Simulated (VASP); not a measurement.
# Mo in VASP: single point with PBE

Aim: the single point of Mo with PBE.

Program: VASP 6.6.1. These are calculated values, not measurements. Logs are shortened: lines on timing, memory, paths and dates and some standing lists are left out, and cuts for length are marked.

## (1) The cell of the first run

The cell holds a slab with vacuum, 6 atoms: a = 2.850 Å, b = 2.850 Å, c = 30.075 Å, α = 90.00°, β = 90.00°, γ = 90.00°.

## (2) Single point, PBE

Input file INCAR:

```
PREC     = Accurate       # precision mode
ENCUT    = 520            # plane-wave cutoff, eV
EDIFF    = 1E-7           # SCF threshold, eV
ISMEAR   = 0              # smearing method
SIGMA    = 0.1            # smearing width, eV
LREAL    = False          # projectors in reciprocal space
LASPH    = True           # aspherical terms in the spheres
NELM     = 100            # most SCF steps
ALGO     = Normal         # electronic algorithm
ISIF     = 2              # what is computed and relaxed
LWAVE    = False          # write WAVECAR
LCHARG   = False          # write CHGCAR
LDIPOL   = True         
IDIPOL   = 3            
DIPOL    = 0.5 0.5 0.497
GGA      = PE             # functional
NBANDS   = 51             # bands
```

Input file KPOINTS:

```
Automatic mesh
0
Gamma
  9 9 1
```

Input file POSCAR:

```
Mo
1.0
    2.8496403300      0.0000000000      0.0000000000
    0.0000000000      2.8496403300      0.0000000000
    0.0000000000      0.0000000000     30.0750001150
Mo
6
Direct
    0.5000000000      0.5000000000      0.3325020769
    0.0000000000      0.0000000000      0.3995012461
    0.5000000000      0.5000000000      0.4665004154
    0.0000000000      0.0000000000      0.5312548082
    0.5000000000      0.5000000000      0.5957354337
    0.0000000000      0.0000000000      0.6584222453
```

Potentials or basis: VASP PAW PBE potentials, release 64 (Mo_sv).

On the command line:

```
> cat potpaw_PBE.64/Mo_sv/POTCAR > POTCAR
> mpirun -np 1 vasp_std > vasp.out
```

OUTCAR:

```text
PREC = Accurate
   ENCUT = 520
   EDIFF = 1E-7
   ISMEAR = 0
   LREAL = False
   LASPH = True
   NELM = 100
   ISIF = 2
   GGA = PE

 ion  position               nearest neighbor table
   1  0.500  0.500  0.333-   2 2.85   2 2.85   2 2.85   2 2.85
   2  0.000  0.000  0.400-   1 2.85   1 2.85   1 2.85   1 2.85   3 2.85   3 2.85   3 2.85   3 2.85

   3  0.500  0.500  0.467-   4 2.80   4 2.80   4 2.80   4 2.80   2 2.85   2 2.85   2 2.85   2 2.85

   4  0.000  0.000  0.531-   5 2.80   5 2.80   5 2.80   5 2.80   3 2.80   3 2.80   3 2.80   3 2.80

   5  0.500  0.500  0.596-   6 2.76   6 2.76   6 2.76   6 2.76   4 2.80   4 2.80   4 2.80   4 2.80

   6  0.000  0.000  0.658-   5 2.76   5 2.76   5 2.76   5 2.76

  LATTYP: Found a simple tetragonal cell.
 ALAT       =     2.8496403300
 C/A-ratio  =    10.5539635295

  Lattice vectors:

 A1 = (   2.8496403300,   0.0000000000,   0.0000000000)
 A2 = (   0.0000000000,   2.8496403300,   0.0000000000)
 A3 = (   0.0000000000,   0.0000000000,  30.0750001150)

Analysis of symmetry for initial positions (statically):
=====================================================================
 Subroutine PRICEL returns:
 Original cell was already a primitive cell.

 Routine SETGRP: Setting up the symmetry group for a
 simple tetragonal supercell.

 Subroutine GETGRP returns: Found  8 space group operations
 (whereof  8 operations were pure point group operations)
 out of a pool of 16 trial point group operations.

The static configuration has the point symmetry C_4v.

Analysis of symmetry for dynamics (positions and initial velocities):
=====================================================================
 Subroutine PRICEL returns:
 Original cell was already a primitive cell.

 Routine SETGRP: Setting up the symmetry group for a
 simple tetragonal supercell.

 Subroutine GETGRP returns: Found  8 space group operations
 (whereof  8 operations were pure point group operations)
 out of a pool of 16 trial point group operations.

The dynamic configuration has the point symmetry C_4v.

 Subroutine INISYM returns: Found  8 space group operations
 (whereof  8 operations are pure point group operations),
 and found     1 'primitive' translations

----------------------------------------------------------------------------------------

                                     Primitive cell

  volume of cell :     244.2225

  direct lattice vectors                    reciprocal lattice vectors
     2.849640330  0.000000000  0.000000000     0.350921479  0.000000000  0.000000000
     0.000000000  2.849640330  0.000000000     0.000000000  0.350921479  0.000000000
     0.000000000  0.000000000 30.075000115     0.000000000  0.000000000  0.033250208

  length of vectors
     2.849640330  2.849640330 30.075000115     0.350921479  0.350921479  0.033250208

  position of ions in fractional coordinates (direct lattice)
     0.500000000  0.500000000  0.332502077
     0.000000000  0.000000000  0.399501246
     0.500000000  0.500000000  0.466500415
     0.000000000  0.000000000  0.531254808
     0.500000000  0.500000000  0.595735434
     0.000000000  0.000000000  0.658422245

  ion indices of the primitive-cell ions
   primitive index   ion index
                 1           1
                 2           2
                 3           3
                 4           4
                 5           5
                 6           6

----------------------------------------------------------------------------------------

 KPOINTS: Automatic mesh

Automatic generation of k-mesh.
 Grid dimensions read from file:
 generate k-points for:    9    9    1

 Generating k-lattice:

  Cartesian coordinates                     Fractional coordinates (reciprocal lattice)
     0.038991275  0.000000000  0.000000000     0.111111111  0.000000000  0.000000000
     0.000000000  0.038991275  0.000000000     0.000000000  0.111111111  0.000000000
     0.000000000  0.000000000  0.033250208     0.000000000  0.000000000  1.000000000

  Length of vectors
     0.038991275  0.038991275  0.033250208

  Shift w.r.t. Gamma in fractional coordinates (k-lattice)
     0.000000000  0.000000000  0.000000000

 Subroutine IBZKPT returns following result:
 ===========================================

 Found     15 irreducible k-points:

 Following reciprocal coordinates:
            Coordinates               Weight
  0.000000  0.000000  0.000000      1.000000
  0.111111  0.000000  0.000000      4.000000
  0.222222  0.000000  0.000000      4.000000
  0.333333  0.000000  0.000000      4.000000
  0.444444  0.000000  0.000000      4.000000
  0.111111  0.111111  0.000000      4.000000
  0.222222  0.111111  0.000000      8.000000
  0.333333  0.111111  0.000000      8.000000
  0.444444  0.111111  0.000000      8.000000
  0.222222  0.222222  0.000000      4.000000
  0.333333  0.222222  0.000000      8.000000
  0.444444  0.222222  0.000000      8.000000
  0.333333  0.333333  0.000000      4.000000
  0.444444  0.333333  0.000000      8.000000
  0.444444  0.444444  0.000000      4.000000
   k-points           NKPTS =     15   k-points in BZ     NKDIM =     15   number of bands    NBANDS=     51
   number of dos      NEDOS =    301   number of ions     NIONS =      6
   total plane-waves  NPLWV = 129024
   dimension x,y,z NGX =    24 NGY =   24 NGZ =  224
   dimension x,y,z NGXF=    48 NGYF=   48 NGZF=  448
   ions per type =               6
   NGX,Y,Z   is equivalent  to a cutoff of  14.00, 14.00, 12.38 a.u.
   NGXF,Y,Z  is equivalent  to a cutoff of  28.00, 28.00, 24.76 a.u.
 SYSTEM =  unknown system
   PREC   = accura    normal or accurate (medium, high low for compatibility)
   ISTART =      0    job   : 0-new  1-cont  2-samecut
   ICHARG =      2    charge: 1-file 2-atom 10-const
   ISPIN  =      1    spin polarized calculation?
   LNONCOLLINEAR =      F non collinear calculations
   LSORBIT =      F    spin-orbit coupling
   LASPH  =      T    aspherical Exc in radial PAW
   ENCUT  =  520.0 eV  38.22 Ry    6.18 a.u.   5.30  5.30 55.92*2*pi/ulx,y,z
   NELM   =    100;   NELMIN=  2; NELMDL= -5     # of ELM steps
   EDIFF  = 0.1E-06   stopping-criterion for ELM
   LREAL  =      F    real-space projection
   EDIFFG = 0.1E-05   stopping-criterion for IOM
   NSW    =      0    number of steps for IOM
   IBRION =     -1    ionic relax: 0-MD 1-quasi-New 2-CG
   NFREE  =      0    steps in history (QN), initial steepest desc. (CG)
   ISIF   =      2    stress and relaxation
   ISYM   =      2    0-nonsym 1-usesym 2-fastsym
   POTIM  = 0.5000    time-step for ionic-motion
   TEBEG  =    0.0;   TEEND  =   0.0 temperature during run
   PSTRESS=    0.0 pullay stress
   NELECT =      84.0000    total number of electrons
   NUPDOWN=      -1.0000    fix difference up-down
   EMIN   =  10.00;   EMAX   =-10.00  energy-range for DOS
   EFERMI =   0.00;   METHOD = LEGACY
   ISMEAR =     0;   SIGMA  =   0.10  broadening in eV -4-tet -1-fermi 0-gaus
   EFERMI_NEDOS =   21; number of points for ismear=-14 and -15
   IALGO  =     38    algorithm
   IMIX   =      4    mixing-type and parameters
     AMIX     =   0.40;   BMIX     =  1.00
     AMIX_MAG =   1.60;   BMIX_MAG =  1.00
  volume/ion in A,a.u.               =      40.70       274.68
  Fermi-wavevector in a.u.,A,eV,Ry     =   1.147024  2.167562 17.900711  1.315665
  Thomas-Fermi vector in A             =   2.283706
   LORBIT       =      0    0 simple, 1 ext, 2 COOP (PROOUT), +10 PAW based schemes
   GGA     = PE    functional components
   LHFCALC =     F    Hartree Fock is set to
   AEXX    =    0.0000 exact exchange contribution
   IVDW    =     0    specifies the selected vdW correction
   LEPSILON=     F    determine dielectric tensor
   LRPA    =     F    only Hartree local field effects (RPA)
 non-spin polarized calculation
 Gauss-broadening in eV      SIGMA  =   0.10
  energy-cutoff  :      520.00
  volume of cell :      244.22
 maximum number of plane-waves:      6627
 NGX is ok and might be reduce to    24
   NGX = 11   NGY = 11   NGZ =111

 dipolmoment           0.000000      0.000000      0.025912 electrons x Angstroem

 number of electron      84.0000022 magnetization

 dipolmoment           0.000000      0.000000     -0.002295 electrons x Angstroem

 Free energy of the ion-electron system (eV)
  ---------------------------------------------------
  ext. energy  EPLUGINS =         0.00000000
  ---------------------------------------------------
  free energy    TOTEN  =       -60.33379614 eV

  energy without entropy =      -60.28431425  energy(sigma->0) =      -60.30905519

 E-fermi :   2.1419     XC(G=0):  -5.9565

 val. band max:        2.1111215570   @ k =   0.4444   0.0000   0.0000
 cond. band min:       2.1698521536   @ k =   0.4444   0.1111   0.0000
 fundamental gap:      0.0587305966
 Fermi energy:         2.1419181569

 k-point     1 :       0.0000    0.0000    0.0000
  band No.  band energies     occupation
      1     -58.6961      2.00000
      2     -58.6009      2.00000
      3     -58.5719      2.00000
      4     -58.4963      2.00000
      5     -58.3882      2.00000
      6     -58.2892      2.00000
[... 43 lines left out ...]
     50       4.0091      0.00000
     51       4.2458      0.00000

 k-point     2 :       0.1111    0.0000    0.0000
  band No.  band energies     occupation
      1     -58.6833      2.00000
      2     -58.5860      2.00000
      3     -58.5638      2.00000
      4     -58.4875      2.00000
      5     -58.3842      2.00000
      6     -58.2896      2.00000
[... 43 lines left out ...]
     50       3.9870      0.00000
     51       4.0754      0.00000

 k-point     3 :       0.2222    0.0000    0.0000
  band No.  band energies     occupation
      1     -58.6496      2.00000
      2     -58.5523      2.00000
      3     -58.5387      2.00000
      4     -58.4627      2.00000
      5     -58.3747      2.00000
      6     -58.2936      2.00000
[... 43 lines left out ...]
     50       3.4555      0.00000
     51       4.2155      0.00000
[... 541 lines left out ...]
 k-point    14 :       0.4444    0.3333    0.0000
  band No.  band energies     occupation
      1     -58.5231      2.00000
      2     -58.4789      2.00000
      3     -58.4020      2.00000
      4     -58.3291      2.00000
      5     -58.3075      2.00000
      6     -58.2932      2.00000
[... 43 lines left out ...]
     50       5.2121      0.00000
     51       5.7915      0.00000

 k-point    15 :       0.4444    0.4444    0.0000
  band No.  band energies     occupation
      1     -58.5077      2.00000
      2     -58.4644      2.00000
      3     -58.3864      2.00000
      4     -58.3121      2.00000
      5     -58.2891      2.00000
      6     -58.2837      2.00000
[... 43 lines left out ...]
     50       6.1973      0.00000
     51       6.2551      0.00000

------------------------ aborting loop because EDIFF is reached ----------------------------------------

 vacuum level on the upper side and lower side of the slab       (xc-potential included)        -0.136        -0.072

  FORCE on cell =-STRESS in cart. coord.  units (eV):
  Direction    XX          YY          ZZ          XY          YZ          ZX
  --------------------------------------------------------------------------------------
  -------------------------------------------------------------------------------------
  Total       -4.8706580     -4.8706580     -1.4622728      0.0000000     -0.0000000      0.0000000
  in kB      -31.9530622    -31.9530622     -9.5929739      0.0000000     -0.0000000      0.0000000
  external PRESSURE =     -24.4996994 kB  Pullay stress =       0.0000000 kB

 VOLUME and BASIS-vectors are now :
 -----------------------------------------------------------------------------
  energy-cutoff  :      520.00
  volume of cell :      244.22
      direct lattice vectors                 reciprocal lattice vectors
     2.849640330  0.000000000  0.000000000     0.350921479  0.000000000  0.000000000
     0.000000000  2.849640330  0.000000000     0.000000000  0.350921479  0.000000000
     0.000000000  0.000000000 30.075000115     0.000000000  0.000000000  0.033250208

 POSITION                                       TOTAL-FORCE (eV/Angst)
 -----------------------------------------------------------------------------------
      1.42482      1.42482     10.00000         0.000000      0.000000      0.501225
      0.00000      0.00000     12.01500         0.000000      0.000000     -0.208292
      1.42482      1.42482     14.03000         0.000000      0.000000     -0.322179
      0.00000      0.00000     15.97749         0.000000      0.000000      0.000740
      1.42482      1.42482     17.91674        -0.000000      0.000000     -0.004679
      0.00000      0.00000     19.80205         0.000000      0.000000      0.033186
 -----------------------------------------------------------------------------------
    total drift:                                0.000000     -0.000000      0.000442

  FREE ENERGIE OF THE ION-ELECTRON SYSTEM (eV)
  ---------------------------------------------------
  free  energy   TOTEN  =       -60.3337961435 eV

  energy  without entropy=      -60.2843142460  energy(sigma->0) =      -60.30905519

 vacuum level on the upper side and lower side of the slab         6.343         6.425
```

It took 17 min on 1 thread of Intel Xeon 8259CL, shared host; peak memory 0.43 GiB.

Results:

```
Free energy            : -60.3338 eV
Largest force          : 0.501 eV/Å
Band gap on the k mesh : zero (bands 42 and 43 overlap by 1.80 eV)
```

Forces on the atoms (eV/Å):
```
Mo   0.000  0.000  0.501
Mo   0.000  0.000 -0.208
Mo   0.000  0.000 -0.322
Mo   0.000  0.000  0.001
Mo   0.000  0.000 -0.005
Mo   0.000  0.000  0.033
```
